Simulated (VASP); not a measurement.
MnO:

```
CELL_PARAMETERS angstrom
3.02957 -1.75066 0.00000
3.02957 1.75066 0.00000
-2.02355 0.00000 2.86543
ATOMIC_POSITIONS crystal
Mn 0.50020 0.50020 0.50067
O 0.74980 0.74980 0.24934
```

Base run:

* Program: VASP 6.6.1
* Functional: PBE
* Potentials or basis: VASP PAW PBE potentials, release 64 (Mn_pv, O)
* Cutoff: 520 eV
* k mesh: 9 × 9 × 9
* Occupations: fermi-dirac, width 0.05 eV
* Spin: collinear spin, ferromagnetic start
* Starting moments: [4.0, 0.0] μB

Its results: pressure -8.8 GPa; net moment 5.00 μB per cell; site moments Mn +4.46; O +0.17 μB; largest force 0.003 eV/Å.

Task: The run is repeated on the same cell with these changes: functional from PBE to r2SCAN. What comes out?

Result: Pressure -11.0 GPa; net moment 5.00 μB per cell; site moments Mn +4.53; O +0.15 μB; largest force 0.004 eV/Å.

Caveats: the cell stands under tension; a cell with one magnetic atom can't hold antiferromagnetic order, which such compounds often take; the PAW data sets were made with another functional, which shifts forces and pressure a little (at least some runs).
